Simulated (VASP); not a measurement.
# Al (P6_3/mmc) in VASP: further runs

The runs below take Al through single point, with PBE+D3(BJ).

All numbers are computed with VASP 6.6.1; they aren't measurements. Logs are shortened: lines on timing, memory, paths and dates and some standing lists are left out, and cuts for length are marked.

## 1. The cell of the first run

It takes space group P6_3/mmc (No. 194, hexagonal). The conventional cell has a = 2.777 Å, b = 2.777 Å, c = 9.491 Å, α = 90.00°, β = 90.00°, γ = 120.00°. Al (site symmetry -3m) has 12 Al at 2.78 to 2.86 Å within 3.7 Å. Within 3.7 Å of Al (site symmetry -6m2) lie 12 Al at 2.78 to 2.86 Å.

This isn't the form of Al at room conditions, which is fcc.

## 2. Single point, PBE+D3(BJ) (15.85 Å³/atom)

The input, INCAR:

```
SYSTEM = Al
  ALGO = Fast
  EDIFF = 1E-7
  ENCUT = 520
  GGA = PE
  ISIF = 2
  ISMEAR = 0
  IVDW = 12
  LASPH = .TRUE.
  LCHARG = .TRUE.
  LELF = .TRUE.
  LREAL = .FALSE.
  LVHAR = .TRUE.
  LWAVE = .FALSE.
  NBANDS = 14
  NELM = 100
  PREC = Accurate
  SIGMA = 0.15
```

The input, KPOINTS:

```
k-points
0
G
  18 18 6
  0 0 0
```

The input, POSCAR:

```
Al
1.0
    2.7770541673      0.0000000000      0.0000000000
   -1.3885270837      2.4049994565      0.0000000000
    0.0000000000      0.0000000000      9.4914157330
Al
4
Direct
    0.0000000000      0.0000000000      0.0000000000
    0.3333333333      0.6666666667      0.2500000000
    0.0000000000      0.0000000000      0.5000000000
    0.6666666667      0.3333333333      0.7500000000
```

Potentials or basis: VASP PAW PBE potentials, release 64 (Al).

The run is started by

```console
$ cat potpaw_PBE.64/Al/POTCAR > POTCAR
$ mpirun -np 1 vasp_std > vasp.out
```

OUTCAR:

```text
SYSTEM = Al
   EDIFF = 1E-7
   ENCUT = 520
   GGA = PE
   ISIF = 2
   ISMEAR = 0
   IVDW = 12
   LASPH = .TRUE.
   LREAL = .FALSE.
   NELM = 100
   PREC = Accurate
 IVDW          = 12

 ion  position               nearest neighbor table
   1  0.000  0.000  0.000-   2 2.86   4 2.86   2 2.86   4 2.86   4 2.86   2 2.86
   2  0.333  0.667  0.250-   1 2.86   3 2.86   1 2.86   3 2.86   1 2.86   3 2.86
   3  0.000  0.000  0.500-   2 2.86   4 2.86   2 2.86   4 2.86   4 2.86   2 2.86
   4  0.667  0.333  0.750-   1 2.86   3 2.86   1 2.86   3 2.86   1 2.86   3 2.86

  LATTYP: Found a hexagonal cell.
 ALAT       =     2.7770541673
 C/A-ratio  =     3.4178000000

  Lattice vectors:

 A1 = (   2.7770541673,   0.0000000000,   0.0000000000)
 A2 = (  -1.3885270837,   2.4049994565,   0.0000000000)
 A3 = (   0.0000000000,   0.0000000000,   9.4914157330)

Analysis of symmetry for initial positions (statically):
=====================================================================
 Subroutine PRICEL returns:
 Original cell was already a primitive cell.

 Routine SETGRP: Setting up the symmetry group for a
 hexagonal supercell.

 Subroutine GETGRP returns: Found 24 space group operations
 (whereof 12 operations were pure point group operations)
 out of a pool of 24 trial point group operations.

The static configuration has the point symmetry D_3d.
 The point group associated with its full space group is D_6h.

Analysis of symmetry for dynamics (positions and initial velocities):
=====================================================================
 Subroutine PRICEL returns:
 Original cell was already a primitive cell.

 Routine SETGRP: Setting up the symmetry group for a
 hexagonal supercell.

 Subroutine GETGRP returns: Found 24 space group operations
 (whereof 12 operations were pure point group operations)
 out of a pool of 24 trial point group operations.

The dynamic configuration has the point symmetry D_3d.
 The point group associated with its full space group is D_6h.

 Subroutine INISYM returns: Found 24 space group operations
 (whereof 12 operations are pure point group operations),
 and found     1 'primitive' translations

----------------------------------------------------------------------------------------

                                     Primitive cell

  volume of cell :      63.3914

  direct lattice vectors                    reciprocal lattice vectors
     2.777054167  0.000000000  0.000000000     0.360093804  0.207900255  0.000000000
    -1.388527084  2.404999457  0.000000000     0.000000000  0.415800510  0.000000000
     0.000000000  0.000000000  9.491415733     0.000000000  0.000000000  0.105358360

  length of vectors
     2.777054167  2.777054167  9.491415733     0.415800510  0.415800510  0.105358360

  position of ions in fractional coordinates (direct lattice)
     0.000000000  0.000000000  0.000000000
     0.333333333  0.666666667  0.250000000
     0.000000000  0.000000000  0.500000000
     0.666666667  0.333333333  0.750000000

  ion indices of the primitive-cell ions
   primitive index   ion index
                 1           1
                 2           2
                 3           3
                 4           4

----------------------------------------------------------------------------------------

 KPOINTS: k-points

Automatic generation of k-mesh.
 Grid dimensions read from file:
 generate k-points for:   18   18    6

 Generating k-lattice:

  Cartesian coordinates                     Fractional coordinates (reciprocal lattice)
     0.020005211  0.011550014  0.000000000     0.055555556  0.000000000  0.000000000
     0.000000000  0.023100028  0.000000000     0.000000000  0.055555556  0.000000000
     0.000000000  0.000000000  0.017559727     0.000000000  0.000000000  0.166666667

  Length of vectors
     0.023100028  0.023100028  0.017559727

  Shift w.r.t. Gamma in fractional coordinates (k-lattice)
     0.000000000  0.000000000  0.000000000

 Subroutine IBZKPT returns following result:
 ===========================================

 Found    148 irreducible k-points:

 Following reciprocal coordinates:
            Coordinates               Weight
  0.000000  0.000000  0.000000      1.000000
  0.055556  0.000000  0.000000      6.000000
  0.111111  0.000000  0.000000      6.000000
  0.166667  0.000000  0.000000      6.000000
  0.222222 -0.000000  0.000000      6.000000
  0.277778  0.000000  0.000000      6.000000
[... 16 lines left out ...]
  0.333333  0.111111  0.000000     12.000000
  0.388889  0.111111  0.000000     12.000000
 [... further k-points ...]
   k-points           NKPTS =    148   k-points in BZ     NKDIM =    148   number of bands    NBANDS=     14
   number of dos      NEDOS =    301   number of ions     NIONS =      4
   total plane-waves  NPLWV =  41472
   dimension x,y,z NGX =    24 NGY =   24 NGZ =   72
   dimension x,y,z NGXF=    48 NGYF=   48 NGZF=  144
   ions per type =               4
   NGX,Y,Z   is equivalent  to a cutoff of  14.37, 14.37, 12.61 a.u.
   NGXF,Y,Z  is equivalent  to a cutoff of  28.73, 28.73, 25.22 a.u.
 SYSTEM =  Al
   PREC   = accura    normal or accurate (medium, high low for compatibility)
   ISTART =      0    job   : 0-new  1-cont  2-samecut
   ICHARG =      2    charge: 1-file 2-atom 10-const
   ISPIN  =      1    spin polarized calculation?
   LNONCOLLINEAR =      F non collinear calculations
   LSORBIT =      F    spin-orbit coupling
   LASPH  =      T    aspherical Exc in radial PAW
   ENCUT  =  520.0 eV  38.22 Ry    6.18 a.u.   5.16  5.16 17.65*2*pi/ulx,y,z
   NELM   =    100;   NELMIN=  2; NELMDL= -5     # of ELM steps
   EDIFF  = 0.1E-06   stopping-criterion for ELM
   LREAL  =      F    real-space projection
   EDIFFG = 0.1E-05   stopping-criterion for IOM
   NSW    =      0    number of steps for IOM
   IBRION =     -1    ionic relax: 0-MD 1-quasi-New 2-CG
   NFREE  =      0    steps in history (QN), initial steepest desc. (CG)
   ISIF   =      2    stress and relaxation
   ISYM   =      2    0-nonsym 1-usesym 2-fastsym
   POTIM  = 0.5000    time-step for ionic-motion
   TEBEG  =    0.0;   TEEND  =   0.0 temperature during run
   PSTRESS=    0.0 pullay stress
   NELECT =      12.0000    total number of electrons
   NUPDOWN=      -1.0000    fix difference up-down
   EMIN   =  10.00;   EMAX   =-10.00  energy-range for DOS
   EFERMI =   0.00;   METHOD = LEGACY
   ISMEAR =     0;   SIGMA  =   0.15  broadening in eV -4-tet -1-fermi 0-gaus
   EFERMI_NEDOS =   21; number of points for ismear=-14 and -15
   IALGO  =     68    algorithm
   IMIX   =      4    mixing-type and parameters
     AMIX     =   0.40;   BMIX     =  1.00
     AMIX_MAG =   1.60;   BMIX_MAG =  1.00
  volume/ion in A,a.u.               =      15.85       106.95
  Fermi-wavevector in a.u.,A,eV,Ry     =   0.939994  1.776331 12.021957  0.883589
  Thomas-Fermi vector in A             =   2.067362
   LORBIT       =      0    0 simple, 1 ext, 2 COOP (PROOUT), +10 PAW based schemes
   GGA     = PE    functional components
   LHFCALC =     F    Hartree Fock is set to
   AEXX    =    0.0000 exact exchange contribution
   IVDW    =    12    specifies the selected vdW correction
   LEPSILON=     F    determine dielectric tensor
   LRPA    =     F    only Hartree local field effects (RPA)
 non-spin polarized calculation
 RMM-DIIS sequential band-by-band and
 Gauss-broadening in eV      SIGMA  =   0.15
  energy-cutoff  :      520.00
  volume of cell :       63.39
 maximum number of plane-waves:      1722
 NGX is ok and might be reduce to    24
   NGX = 11   NGY = 11   NGZ = 35

 number of electron      12.0000000 magnetization

 Free energy of the ion-electron system (eV)
  ---------------------------------------------------
  ext. energy  EPLUGINS =         0.00000000
  ---------------------------------------------------
  free energy    TOTEN  =       -14.88903445 eV

  energy without entropy =      -14.86880345  energy(sigma->0) =      -14.87891895

 E-fermi :   8.4153     XC(G=0): -10.3430

 val. band max:        8.4084564465   @ k =   0.3333   0.3333   0.3333
 cond. band min:       8.4206441043   @ k =   0.3889   0.2222   0.3333
 fundamental gap:      0.0121876579
 Fermi energy:         8.4152675484

 k-point     1 :       0.0000    0.0000    0.0000
  band No.  band energies     occupation
      1      -2.9915      2.00000
      2      -1.3619      2.00000
      3      -1.3556      2.00000
      4       3.4294      2.00000
      5       3.4369      2.00000
      6      11.1032      0.00000
      7      11.1112      0.00000
      8      20.1352      0.00000
      9      20.1352      0.00000
     10      20.1584      0.00000
     11      20.2005      0.00000
     12      20.2005      0.00000
     13      21.0795      0.00000
     14      21.1382      0.00000

 k-point     2 :       0.0556    0.0000    0.0000
  band No.  band energies     occupation
      1      -2.9126      2.00000
      2      -1.2838      2.00000
      3      -1.2775      2.00000
      4       3.5065      2.00000
      5       3.5102      2.00000
      6      11.1693      0.00000
      7      11.1787      0.00000
      8      18.3533      0.00000
      9      19.0356      0.00000
     10      19.5295      0.00000
     11      19.6983      0.00000
     12      20.1120      0.00000
     13      20.3523      0.00000
     14      20.3777      0.00000
[... 343 lines left out ...]
      1       1.0520      2.00000
      2       2.6295      2.00000
      3       2.6319      2.00000
      4       6.2330      2.00000
      5       7.1769      2.00000
      6       7.4450      2.00000
      7       8.1391      1.99078
      8       8.3217      1.62220
      9      11.5441      0.00000
     10      12.5210      0.00000
     11      12.8765      0.00000
     12      13.2276      0.00000
     13      13.6730      0.00000
     14      15.2252      0.00000

 k-point    24 :       0.3889    0.1111    0.0000
  band No.  band energies     occupation
      1       2.1937      2.00000
      2       3.7372      2.00000
      3       3.7415      2.00000
      4       4.8716      2.00000
      5       6.4850      2.00000
      6       6.4908      2.00000
      7       8.4022      1.09788
      8       8.6173      0.05682
      9      10.7683      0.00000
     10      11.0395      0.00000
     11      12.1959      0.00000
     12      13.0798      0.00000
     13      13.3955      0.00000
     14      16.0918      0.00000

 [... further k-points ...]

------------------------ aborting loop because EDIFF is reached ----------------------------------------

 Edisp (eV)   -1.40306

 E8    (eV) :    -0.6278

  FORCE on cell =-STRESS in cart. coord.  units (eV):
  Direction    XX          YY          ZZ          XY          YZ          ZX
  --------------------------------------------------------------------------------------
  -------------------------------------------------------------------------------------
  Total       0.55106     0.55106    -0.83807    -0.00000     0.00000     0.00000
  in kB      13.92771    13.92771   -21.18169    -0.00000     0.00000     0.00000
  external pressure =        2.22 kB  Pullay stress =        0.00 kB

 VOLUME and BASIS-vectors are now :
 -----------------------------------------------------------------------------
  energy-cutoff  :      520.00
  volume of cell :       63.39
      direct lattice vectors                 reciprocal lattice vectors
     2.777054167  0.000000000  0.000000000     0.360093804  0.207900255  0.000000000
    -1.388527084  2.404999457  0.000000000     0.000000000  0.415800510  0.000000000
     0.000000000  0.000000000  9.491415733     0.000000000  0.000000000  0.105358360

 POSITION                                       TOTAL-FORCE (eV/Angst)
 -----------------------------------------------------------------------------------
      0.00000      0.00000      0.00000        -0.000000      0.000000      0.000000
     -0.00000      1.60333      2.37285        -0.000000      0.000000     -0.000000
      0.00000      0.00000      4.74571        -0.000000      0.000000      0.000000
      1.38853      0.80167      7.11856         0.000000      0.000000      0.000000
 -----------------------------------------------------------------------------------
    total drift:                               -0.000000     -0.000000      0.000000

  FREE ENERGIE OF THE ION-ELECTRON SYSTEM (eV)
  ---------------------------------------------------
  free  energy   TOTEN  =       -16.2920988183 eV

  energy  without entropy=      -16.2718678183  energy(sigma->0) =      -16.28198332
```

It took 50 s on 1 thread of Intel Xeon 6975P-C (Granite Rapids), shared host; peak memory 0.25 GiB.

What came out:

```yaml
Free_energy: -16.2921 eV
Pressure: 0.2 GPa
Band_gap_on_the_k_mesh: zero (bands 6 and 7 overlap by 4.82 eV)
Dispersion_energy_per_atom: -0.351 eV
```

## 3. Single point, PBE+D3(BJ) (15.21 Å³/atom)

This run uses another cell than the first one, of 15.21 Å³/atom.

The input, INCAR:

```
SYSTEM = Al
PREC = Accurate ; ENCUT = 520
EDIFF = 1E-6 ; ISMEAR = 0
SIGMA = 0.15 ; LREAL = .False.
LASPH = .True. ; NELM = 60
ALGO = Normal ; ISIF = 2
LWAVE = .False. ; LCHARG = .False.
GGA = PE ; IVDW = 12
NBANDS = 14
```

The input, KPOINTS:

```
Automatic mesh
0
Gamma
  18 18 6
  0 0 0
```

The input, POSCAR:

```
Al
1.0
    2.7031861540      0.0000000000      0.0000000000
   -1.3515930770      2.3410278805      0.0000000000
    0.0000000000      0.0000000000      9.6165847427
Al
4
Direct
    0.0000000000      0.0000000000      0.0000000000
    0.3333333333      0.6666666667      0.2500000000
    0.0000000000      0.0000000000      0.5000000000
    0.6666666667      0.3333333333      0.7500000000
```

Potentials or basis: VASP PAW PBE potentials, release 64 (Al).

The run is started by

```console
$ cat potpaw_PBE.64/Al/POTCAR > POTCAR
$ mpirun -np 1 vasp_std > vasp.out
```

Wall time 36 s (1 thread of AMD EPYC 9R45 (Zen 5), shared host); peak memory 0.21 GiB.

The run converged. Its results:

```
Free energy                : -16.1948 eV
Pressure                   : 4.9 GPa
Band gap on the k mesh     : zero (bands 6 and 7 overlap by 4.41 eV)
Dispersion energy per atom : -0.366 eV
```

Stress tensor (GPa, compression positive):
```
 7.73  0.00  0.00
 0.00  7.73  0.00
 0.00  0.00 -0.87
```

Levels at points of the mesh, in eV from the Fermi level:
| k point | band 4 | band 5 | band 6 | band 7 | band 8 | band 9 |
| --- | --- | --- | --- | --- | --- | --- |
| (0.00, 0.00, 0.00) | -5.52 | -5.32 | 2.06 | 2.06 | 11.12 | 12.51 |
| (0.50, 0.00, 0.00) | -3.95 | -3.17 | -3.12 | 0.80 | 0.82 | 1.18 |
| (0.00, 0.00, 0.50) | -8.12 | -2.01 | -2.01 | 6.71 | 6.71 | 12.85 |
| (0.50, 0.00, 0.50) | -4.66 | -1.93 | -1.93 | -1.24 | -1.24 | 4.08 |

Caveat: the cell stands under pressure.
